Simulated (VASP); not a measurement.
Crystal: K2WF.

```
K W F
1.0
     3.83071    0.00000    0.00000
    -1.91535    3.31749    0.00000
     0.00000    0.00000   13.64162
K W F
4 2 2
Cartesian
  1.9154 1.1058 12.3170
  0.0000 2.2117 1.3247
  0.0000 2.2117 5.4962
  1.9154 1.1058 8.1455
  0.0000 0.0000 0.0000
  0.0000 0.0000 6.8208
  0.0000 2.2117 10.2312
  1.9154 1.1058 3.4104
```

The cell was built from a structure type or drawn by symmetry, and may not be a known phase.

* Program: VASP 6.6.1
* Task: relaxation of cell and atoms
* Functional: PBE
* Potentials or basis: VASP PAW PBE potentials, release 64 (K_sv, W_sv, F)
* Cutoff: 600 eV
* k mesh: 6 × 6 × 2
* Occupations: gaussian, width 0.1 eV
* Spin: collinear spin
* Starting moments: [0.0, 0.0, 0.0, 0.0, 0.19, 0.19, 0.0, 0.0] μB

At the start: pressure 20.8 GPa; volume 21.67 Å³/atom.

How do energy, volume and symmetry change on relaxing?

Over 25 steps the energy falls by 2197.5 meV/atom and the volume is 19.46 Å³/atom (-10.2 %); space group P6_3/mmc (No. 194, to 0.1 Å) before and after; moment 0.00 μB per cell.

The path:
| step | energy change (eV) | largest force (eV/Å) | pressure (GPa) | volume (Å³) |
| --- | --- | --- | --- | --- |
| 1 | 0.0000 | 6.0414 | 20.79 | 173.36 |
| 2 | -9.9222 | 2.0891 | 2.75 | 253.88 |
| 3 | -10.9234 | 1.1364 | -0.97 | 295.97 |
| 4 | -10.9561 | 1.0255 | -1.39 | 302.79 |
| 5 | -10.9619 | 0.9784 | -1.56 | 305.89 |
| 6 | -11.3728 | 0.9590 | -1.26 | 292.09 |
| 7 | -12.4531 | 0.7990 | -0.41 | 252.72 |
| 8 | -13.5291 | 1.6538 | 3.13 | 182.87 |
| 9 | -13.2325 | 0.2004 | -0.59 | 217.09 |
| 10 | -13.5951 | 0.5168 | -0.31 | 199.60 |
| 11 | -13.6529 | 1.0050 | 1.10 | 191.14 |
| 12 | -13.8323 | 1.2901 | 1.87 | 186.49 |
| 13 | -14.3858 | 1.9304 | 1.91 | 175.54 |
| 14 | -13.5762 | 5.0059 | 13.87 | 153.02 |
| 15 | -14.4346 | 2.6252 | 3.84 | 169.60 |
| 16 | -15.0333 | 2.6623 | 3.70 | 167.60 |
| 17 | -15.7036 | 3.1370 | 4.97 | 159.80 |
| 18 | -16.2516 | 2.4488 | 1.64 | 163.62 |
| 19 | -16.8264 | 1.2319 | -4.11 | 172.29 |
| 20 | -16.8482 | 1.0328 | -5.04 | 174.07 |
| 21 | -17.1676 | 0.8528 | -3.79 | 168.84 |
| 22 | -17.5432 | 0.1975 | 1.06 | 154.87 |
| 23 | -17.5448 | 0.2489 | 0.67 | 155.71 |
| 24 | -17.5742 | 0.0795 | 0.23 | 155.68 |
| 25 | -17.5802 | 0.0369 | -0.05 | 155.65 |

Final structure:
```
K W F
1.0
     3.05015    0.00000    0.00000
    -1.52507    2.64151    0.00000
     0.00000    0.00000   19.31862
K W F
4 2 2
Direct
  0.66667 0.33333 0.84228
  0.33333 0.66667 0.15772
  0.33333 0.66667 0.34228
  0.66667 0.33333 0.65772
  0.00000 0.00000 0.00000
  0.00000 0.00000 0.50000
  0.33333 0.66667 0.75000
  0.66667 0.33333 0.25000
```

Caveat: a cell axis changed by over 15 % at a fixed basis, so the end point is rough.
